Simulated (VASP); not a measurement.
Y: electric field gradients with LDA

Crystal: Y.

```
Y
1.0
     0.00000    2.46832    2.46832
     2.46832    0.00000    2.46832
     2.46832    2.46832    0.00000
Y
1
Direct
  0.00000 0.00000 0.00000
```

This cell differs from its parent crystal: volume scaled by 0.98.

* Program: VASP 6.6.1
* Task: electric field gradients
* Functional: LDA
* Potentials or basis: VASP PAW LDA potentials, release 64 (Y_sv)
* Cutoff: 520 eV
* k mesh: 13 × 13 × 13
* Occupations: fermi-dirac, width 0.05 eV
* Spin: no spin polarisation
* Dipole correction: no
* Further INCAR settings: ALGO = Normal; EDIFF = 1e-08; NBANDS = 12

| Item | Value |
| --- | --- |
| Pressure | -1.0 GPa |

Levels at points of the mesh, in eV from the Fermi level:
```tsv
k point	band 1	band 2	band 3	band 4	band 5	band 6	band 7	band 8	band 9	band 10
(0.00, 0.00, 0.00)	-42.26	-22.01	-22.01	-22.01	-4.85	1.82	1.82	1.82	4.01	4.01
```

Run time: 15 s on 1 thread of Intel(R) Xeon(R) Platinum 8559C (Emerald Rapids), on a shared host, peak memory 0.18 GiB.

Caveat: without QUAD_EFG the Cq values of the log hold for a quadrupole moment of 1 mb, not for the nuclei.
